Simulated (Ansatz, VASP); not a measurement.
## Two plane-wave programs on Sb

Contents of INCAR:

```
SYSTEM = Sb
  PREC = Accurate
  ENCUT = 400
  EDIFF = 1E-6
  ISMEAR = 0
  SIGMA = 0.05
  LREAL = .FALSE.
  LASPH = .TRUE.
  NELM = 120
  ALGO = Normal
  ISIF = 2
  LWAVE = .FALSE.
  LCHARG = .TRUE.
  LDIPOL = .TRUE.
  IDIPOL = 3
  DIPOL = 0.5 0.5 0.388
  GGA = PE
  IVDW = 12
  LELF = .TRUE.
  LVHAR = .TRUE.
  LVACPOTAV = .TRUE.
  NBANDS = 38
  GGA_COMPAT = .FALSE.
  NELMDL = -8
```

KPOINTS

```
regular mesh
0
G
  9 9 1
  0 0 0
```

Contents of POSCAR:

```
Sb
1.0
    4.0686848921      0.0000000000      0.0000000000
   -2.0343424461      3.5235844766      0.0000000000
    0.0000000000      0.0000000000     20.8000277116
Sb
4
Direct
    0.3333333333      0.6666666667      0.2956733491
    0.6666666667      0.3333333333      0.2163458656
    0.2222222222      1.4444444444      0.5600967399
    0.5555555556      1.1111111111      0.4807692564
```

Input for Ansatz:

```yaml
crystal:
  lattice:
    - [4.0686848921, 0.0, 0.0]
    - [-2.0343424461, 3.5235844766, 0.0]
    - [0.0, 0.0, 20.8000277116]
  atoms:
    - { symbol: Sb, position: [0.3333333333, 0.6666666667, 0.2956733491] }
    - { symbol: Sb, position: [0.6666666667, 0.3333333333, 0.2163458656] }
    - { symbol: Sb, position: [0.2222222222, 1.4444444444, 0.5600967399] }
    - { symbol: Sb, position: [0.5555555556, 1.1111111111, 0.4807692564] }
basis:
  ecutwfc: 420
kpoints:
  mp_grid: { grid: [9, 9, 1] }
hamiltonian:
  xc: pbe
  dispersion: d3bj
scf:
  occupations: { method: gaussian, width: 0.05 }
output:
  forces: true
  eigenvalues: true
efield:
  axis: 3
  dipole_correction: true
  ramp_width: 0.04
```

Alike in both runs: task single point; functional PBE; dispersion D3(BJ); k mesh 9 × 9 × 1; occupations gaussian, width 0.05 eV; no spin polarisation.

|  | VASP | Ansatz |
| --- | --- | --- |
| version | VASP 6.6.1 | Ansatz 0.2.0 |
| potentials or method | VASP PAW PBE potentials, release 64 (Sb_d_GW), cutoff 400 eV | scalar-relativistic, plane waves, PAW |
| valence electrons in the cell | 60 | 60 |

```tsv
	VASP	Ansatz	Ansatz less VASP
gap on the k mesh at the Fermi level (eV)	0.88	0.88	-0.002
least direct gap on the mesh (eV)	1.51	1.51	-0.001
rms of the force components (eV/Å)	0.042	0.042	-0.0001
```

Atom by atom the forces differ by 0.001 eV/Å (rms over components).

Neither program's run includes spin-orbit coupling.
